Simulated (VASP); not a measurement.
# Mg16O16F (a cell with a defect) (F interstitial hop between voids) in VASP: further runs

Runs on Mg16O16F (a cell with a defect) (F interstitial hop between voids). Level: PBE. Tasks: single point.

Program: VASP 6.6.1. These are calculated values, not measurements. Logs are shortened: lines on timing, memory, paths and dates and some standing lists are left out, and cuts for length are marked.

### Step 1. The cell of the first run

The cell holds a defect, 33 atoms: a = 7.369 Å, b = 7.369 Å, c = 7.369 Å, α = 109.47°, β = 109.47°, γ = 109.47°.

### Step 2. Single point, PBE, collinear spin

Input file INCAR:

```
PREC = Accurate
ENCUT = 520
EDIFF = 1E-7
ISMEAR = -1
SIGMA = 0.01
LREAL = Auto
LASPH = T
NELM = 150
ALGO = Normal
ISIF = 2
LWAVE = F
LCHARG = F
ISPIN = 2
MAGMOM = 0 0 0 0 0 0 0 0 0 0 0 0 0 0 0 0 0.03 0 0 0 0 0.19 0 0 0 0 0.57 0 0 0 0 0.06 0.18
LORBIT = 11
NUPDOWN = 1.0
GGA = PE
NBANDS = 94
```

Input file KPOINTS:

```
Automatic mesh
0
Gamma
  1 1 1
  0.25 0.25 0.25
```

Input file POSCAR:

```
Mg16O16F
1.0
   -4.2543812300      4.2543812300      4.2543812300
    4.2543812300     -4.2543812300      4.2543812300
    4.2543812300      4.2543812300     -4.2543812300
Mg O F
16 16 1
Direct
    0.0029745806      0.0035080307      0.0074724145
    0.0048747394      0.2481867381      0.7493489247
    0.0044799699      0.5050193868      0.5053629150
    0.0067703148      0.7631080349      0.2661658509
    0.2477930263      0.0054066617      0.7494871352
    0.2619025987      0.2624043168      0.4979395088
    0.2307961950      0.5129603771      0.2400445434
    0.2545752112      0.7551847910      0.0059084973
    0.5040562620      0.0045956154      0.5053632676
    0.5125585560      0.2313459812      0.2401946240
    0.5076772351      0.5082104501      0.0074735898
    0.4967872849      0.7818604681      0.7749352542
    0.7626584983      0.0076197920      0.2665657915
    0.7544361510      0.2550462550      0.0059089674
    0.7812133705      0.4965389526      0.7740395893
    0.7392471032      0.7397488212      0.4979399789
    0.0069922037      0.0074954496      0.5107760406
   -0.0033094119      0.2556525711      0.2542047695
    0.0057429033      0.5027787554      0.0048091600
    0.0042391594      0.7507639366      0.7547584070
    0.2549521167     -0.0027555123      0.2541726849
    0.2421308633      0.2428428352     -0.0187380951
    0.2537809711      0.5083519513      0.7548843948
    0.2548857146      0.7566446978      0.5078174435
    0.5018763916      0.0062765884      0.0044397761
    0.5077066166      0.2542336809      0.7547573493
    0.4310023951      0.4317007341      0.3589892202
    0.5022641095      0.7612269152      0.2542044169
    0.7502454123      0.0048183270      0.7548853350
    0.7561063116      0.2552133768      0.5076067196
    0.7606409311      0.5029327144      0.2541723324
    0.7747254705      0.7757875521      0.0468005779
    0.5895627036      0.5898481740      0.6756882716
```

Potentials or basis: VASP PAW PBE potentials, release 64 (Mg, O, F).

Command:

```console
$ cat potpaw_PBE.64/Mg/POTCAR potpaw_PBE.64/O/POTCAR potpaw_PBE.64/F/POTCAR > POTCAR
$ mpirun -np 1 vasp_std > vasp.out
```

OUTCAR:

```text
PREC = Accurate
   ENCUT = 520
   EDIFF = 1E-7
   ISMEAR = -1
   LREAL = Auto
   LASPH = T
   NELM = 150
   ISIF = 2
   ISPIN = 2
   LORBIT = 11
   NUPDOWN = 1.0
   GGA = PE

 ion  position               nearest neighbor table
   1  0.003  0.004  0.007-  32 2.12  21 2.15  18 2.15  22 2.15  29 2.16  20 2.16   6 2.95   4 3.00
                            13 3.01   8 3.01  14 3.01   5 3.03   2 3.03  12 3.05  15 3.06  16 3.07
   2  0.005  0.248  0.749-  22 2.02  17 2.05  30 2.12  29 2.14  23 2.14  19 2.17  15 2.84  13 2.90
                             5 2.92   7 2.96   9 3.01   3 3.01   1 3.03  11 3.03   8 3.05  14 3.05
   3  0.004  0.505  0.505-  18 2.10  31 2.10  20 2.11  23 2.11  24 2.13  30 2.13   7 2.97  10 2.97
                            15 2.97  12 2.97   4 2.99  13 2.99  14 3.01  16 3.01   6 3.01   5 3.01
   4  0.007  0.763  0.266-  32 1.98  17 2.08  31 2.11  21 2.11  24 2.11  19 2.22   7 2.86   5 2.91
                            13 2.94  15 2.97   3 2.99   9 2.99  11 3.00   1 3.00   6 3.01  16 3.01
   5  0.248  0.005  0.749-  22 2.02  17 2.05  24 2.12  20 2.14  26 2.14  25 2.16  12 2.85   4 2.91
                             2 2.92  10 2.96   9 3.01   3 3.01   1 3.03  11 3.03  14 3.05   8 3.05
   6  0.262  0.262  0.498-  21 2.14  18 2.14  26 2.17  23 2.18  27 2.20  17 2.22  33 2.30   1 2.95
                            13 3.01   4 3.01   9 3.01   3 3.01   2 3.06   5 3.06  10 3.07   7 3.07
   7  0.231  0.513  0.240-  27 1.84  19 1.92  24 2.08  18 2.16  28 2.16  22 2.30   4 2.86  14 2.87
                             8 2.87   2 2.96   3 2.97   9 2.97  16 3.07   6 3.07  11 3.07   1 3.07
   8  0.255  0.755  0.006-  28 2.08  21 2.08  23 2.11  20 2.11  25 2.13  19 2.13  12 2.85  15 2.85
                            10 2.87   7 2.87   9 3.01   1 3.01  11 3.01   3 3.01   5 3.05   2 3.05
   9  0.504  0.005  0.505-  28 2.10  21 2.10  26 2.11  29 2.11  24 2.13  30 2.13   7 2.97  10 2.97
[... 10 lines left out ...]
                            10 2.87   7 2.87   3 3.01  11 3.01   1 3.01   9 3.01   5 3.05   2 3.05
  15  0.781  0.497  0.774-  33 1.81  19 1.91  30 2.06  26 2.12  20 2.12  32 2.38   2 2.84   8 2.85
                            14 2.85   3 2.97   9 2.97   4 2.97   1 3.06  11 3.06  16 3.13   6 3.13
  16  0.739  0.740  0.498-  31 2.14  28 2.14  20 2.17  29 2.18  27 2.20  17 2.22  33 2.30  11 2.95
                            13 3.01   4 3.01   3 3.01   9 3.01   2 3.06   5 3.06  10 3.07   7 3.07
  17  0.007  0.007  0.511-   2 2.05   5 2.05  13 2.08   4 2.08  16 2.22   6 2.22
  18  0.997  0.256  0.254-  14 2.08   3 2.10  13 2.11   6 2.14   1 2.15   7 2.16
  19  0.006  0.503  0.005-  15 1.91   7 1.92   8 2.13  14 2.13   2 2.17   4 2.22
  20  0.004  0.751  0.755-   3 2.11   8 2.11  15 2.12   5 2.14   1 2.16  16 2.17
  21  0.255  0.997  0.254-   8 2.08   9 2.10   4 2.11   6 2.14   1 2.15  10 2.16
  22  0.242  0.243  0.981-   2 2.02   5 2.02   1 2.15  11 2.15   7 2.30  10 2.30
  23  0.254  0.508  0.755-   3 2.11   8 2.11  12 2.12   2 2.14  11 2.16   6 2.18
  24  0.255  0.757  0.508-  12 2.07   7 2.08   4 2.11   5 2.12   9 2.13   3 2.13
  25  0.502  0.006  0.004-  12 1.91  10 1.92  14 2.13   8 2.13   5 2.16  13 2.22
  26  0.508  0.254  0.755-   9 2.11  14 2.11  15 2.12   5 2.14  11 2.16   6 2.17
  27  0.431  0.432  0.359-   7 1.84  10 1.84  33 1.91  16 2.20   6 2.20
  28  0.502  0.761  0.254-   8 2.08   9 2.10  13 2.11  16 2.14  11 2.15   7 2.16
  29  0.750  0.005  0.755-   9 2.11  14 2.11  12 2.12   2 2.14   1 2.16  16 2.18
[... 252 lines left out ...]
      2     -13.9392      1.00000
      3     -13.7291      1.00000
      4     -13.5295      1.00000
      5     -13.4751      1.00000
      6     -13.0872      1.00000
[... 71 lines left out ...]
     78      12.6709      0.00000
     79      12.7391      0.00000
 Fermi energy:         3.4818162696

 spin component 2

 k-point     1 :       0.2500    0.2500    0.2500
  band No.  band energies     occupation
      1     -20.0228      1.00000
      2     -13.7296      1.00000
      3     -13.6896      1.00000
      4     -13.4735      1.00000
      5     -13.2694      1.00000
      6     -13.0873      1.00000
[... 71 lines left out ...]
     78      12.6877      0.00000
     79      12.7390      0.00000
 [bands above 79 left out]

------------------------ aborting loop because EDIFF is reached ----------------------------------------

  FORCE on cell =-STRESS in cart. coord.  units (eV):
  Direction    XX          YY          ZZ          XY          YZ          ZX
  --------------------------------------------------------------------------------------
  -------------------------------------------------------------------------------------
  Total       21.7469337     21.6827242      4.3738651      0.6006546      0.0149789      0.0099244
  in kB      113.1200034    112.7860077     22.7513288      3.1243966      0.0779150      0.0516233
  external PRESSURE =      82.8857800 kB  Pullay stress =       0.0000000 kB

 VOLUME and BASIS-vectors are now :
 -----------------------------------------------------------------------------
  energy-cutoff  :      520.00
  volume of cell :      308.01
      direct lattice vectors                 reciprocal lattice vectors
    -4.254381230  4.254381230  4.254381230     0.000000000  0.117525904  0.117525904
     4.254381230 -4.254381230  4.254381230     0.117525904  0.000000000  0.117525904
     4.254381230  4.254381230 -4.254381230     0.117525904  0.117525904  0.000000000

 POSITION                                       TOTAL-FORCE (eV/Angst)
 -----------------------------------------------------------------------------------
      0.03406      0.02952     -0.00421         0.005616     -0.001177     -0.004031
      4.22316      2.15287     -2.11140         0.001578      0.008544     -0.000532
      4.27949      0.02052      0.01760        -0.004312      0.000876     -0.003756
      4.35012     -2.08538      2.14299         0.014365      0.001392      0.000092
      2.15740      4.21981     -2.11140         0.005785     -0.009300     -0.000482
      2.12056      2.11629      0.11218         0.003942     -0.002648     -0.004107
[... 25 lines left out ...]
      0.20363      0.19459      6.39737        -0.016329      0.000332     -0.000454
      2.87585      2.87342      2.14303        -0.006198     -0.014197      0.001396
 -----------------------------------------------------------------------------------
    total drift:                               -0.009826     -0.008565     -0.001959

  FREE ENERGIE OF THE ION-ELECTRON SYSTEM (eV)
  ---------------------------------------------------
  free  energy   TOTEN  =      -189.8801196412 eV

  energy  without entropy=     -189.8801196412  energy(sigma->0) =     -189.88011964

 total charge

# of ion       s       p       d       tot
------------------------------------------
    1        0.141   0.160   0.069   0.370
    2        0.151   0.180   0.081   0.411
    3        0.148   0.176   0.079   0.403
    4        0.153   0.185   0.084   0.423
    5        0.151   0.180   0.081   0.411
    6        0.134   0.150   0.065   0.349
[... 25 lines left out ...]
   32        1.549   3.550   0.000   5.099
   33        1.757   4.443   0.000   6.200
--------------------------------------------------
tot         28.913  64.104   1.312  94.329

 magnetization (x)

# of ion       s       p       d       tot
------------------------------------------
    1       -0.000  -0.000  -0.000  -0.001
    2        0.000   0.001   0.001   0.002
    3       -0.000   0.000   0.000   0.000
    4       -0.000   0.000   0.000   0.000
    5        0.000   0.001   0.001   0.002
    6       -0.000  -0.000  -0.000  -0.001
[... 25 lines left out ...]
   32        0.002   0.054   0.000   0.056
   33        0.005   0.154   0.000   0.159
--------------------------------------------------
tot          0.017   0.885   0.003   0.905
```

OSZICAR:

```text
N       E                     dE             d eps       ncg     rms          rms(c)
DAV:   1     0.723856485015E+03    0.72386E+03   -0.67470E+04   392   0.131E+03
DAV:   2    -0.162787505244E+03   -0.88664E+03   -0.86652E+03   460   0.292E+02
DAV:   3    -0.214791760964E+03   -0.52004E+02   -0.51702E+02   464   0.726E+01
DAV:   4    -0.215209977118E+03   -0.41822E+00   -0.41715E+00   448   0.725E+00
DAV:   5    -0.215213468027E+03   -0.34909E-02   -0.34859E-02   448   0.643E-01    0.293E+01
DAV:   6    -0.190080719054E+03    0.25133E+02   -0.98214E+01   420   0.318E+01    0.905E+00
DAV:   7    -0.189985890848E+03    0.94828E-01   -0.21802E+00   432   0.544E+00    0.569E+00
DAV:   8    -0.189859466740E+03    0.12642E+00   -0.84014E-01   424   0.443E+00    0.200E+00
DAV:   9    -0.189877752016E+03   -0.18285E-01   -0.10747E-01   504   0.167E+00    0.752E-01
DAV:  10    -0.189877827564E+03   -0.75547E-04   -0.74689E-02   440   0.103E+00    0.302E-01
DAV:  11    -0.189879271905E+03   -0.14443E-02   -0.71195E-03   448   0.387E-01    0.150E-01
DAV:  12    -0.189879848402E+03   -0.57650E-03   -0.10883E-03   432   0.130E-01    0.786E-02
DAV:  13    -0.189880068387E+03   -0.21999E-03   -0.23882E-04   448   0.683E-02    0.349E-02
DAV:  14    -0.189880115471E+03   -0.47084E-04   -0.44620E-05   432   0.330E-02    0.122E-02
DAV:  15    -0.189880118624E+03   -0.31533E-05   -0.11748E-05   464   0.144E-02    0.546E-03
DAV:  16    -0.189880119601E+03   -0.97624E-06   -0.18192E-06   432   0.536E-03    0.249E-03
DAV:  17    -0.189880119641E+03   -0.40620E-07   -0.46900E-07   448   0.288E-03
   1 F= -.18988012E+03 E0= -.18988012E+03  d E =-.486393E-11  mag=     1.0000
```

stdout:

```text
POSCAR found type information on POSCAR MgO F
 POSCAR found :  3 types and      33 ions
 scaLAPACK will be used
 LDA part: xc-table for (Slater+PW92), standard interpolation
 POSCAR, INCAR and KPOINTS ok, starting setup
 FFT: planning ... GRIDC
 FFT: planning ... GRID_SOFT
 FFT: planning ... GRID
 WAVECAR not read
 entering main loop
```

It took 2.2 min on 1 thread of Intel Xeon 6975P-C (Granite Rapids), shared host; peak memory 0.56 GiB.

Results:

```
Free energy                                           : -189.8801 eV
Pressure                                              : 8.3 GPa
Largest force                                         : 0.039 eV/Å
Net moment                                            : 1.00 μB per cell
Site moments                                          : Mg -0.00, +0.00; O +0.02, -0.00, +0.00, +0.16, +0.51, +0.06; F +0.16 μB
Valence electrons inside the program's atomic spheres : Mg 0.37, 0.41, 0.40, 0.42, 0.35, 0.48, 0.47; O 5.10, 5.09, 5.14, 5.08, 5.06; F 6.20
```

Forces in eV/Å, atoms in the order of the input:
```
Mg   0.006 -0.001 -0.004
Mg   0.002  0.009 -0.001
Mg  -0.004  0.001 -0.004
Mg   0.014  0.001  0.000
Mg   0.006 -0.009  0.000
Mg   0.004 -0.003 -0.004
Mg   0.004 -0.001  0.000
Mg  -0.002  0.001 -0.009
Mg  -0.004  0.000  0.002
Mg   0.027 -0.019  0.000
Mg   0.007  0.000  0.004
Mg  -0.019  0.000  0.000
Mg  -0.004  0.012  0.000
Mg  -0.002  0.001  0.007
Mg   0.017  0.007  0.000
Mg   0.003 -0.003  0.006
O   -0.009 -0.009  0.000
O   -0.001  0.001 -0.002
O   -0.011 -0.028  0.001
O   -0.001  0.009 -0.002
O   -0.003  0.002  0.007
O    0.000  0.012  0.001
O    0.003 -0.003 -0.004
O    0.000 -0.009 -0.002
O    0.005  0.007  0.001
O   -0.003  0.007  0.002
O   -0.013  0.037  0.001
O    0.000 -0.003  0.003
O    0.004 -0.004  0.002
O    0.002 -0.001 -0.002
O   -0.003 -0.001 -0.004
O   -0.016  0.000  0.000
F   -0.006 -0.014  0.001
```

Stress tensor (GPa, compression positive):
```
11.31  0.31  0.01
 0.31 11.28  0.01
 0.01  0.01  2.28
```

Caveat: the k points lie up to 1.04 Å⁻¹ apart; the total moment is fixed, so each spin has its own Fermi level.

(Part 1 of 2 ends here.)
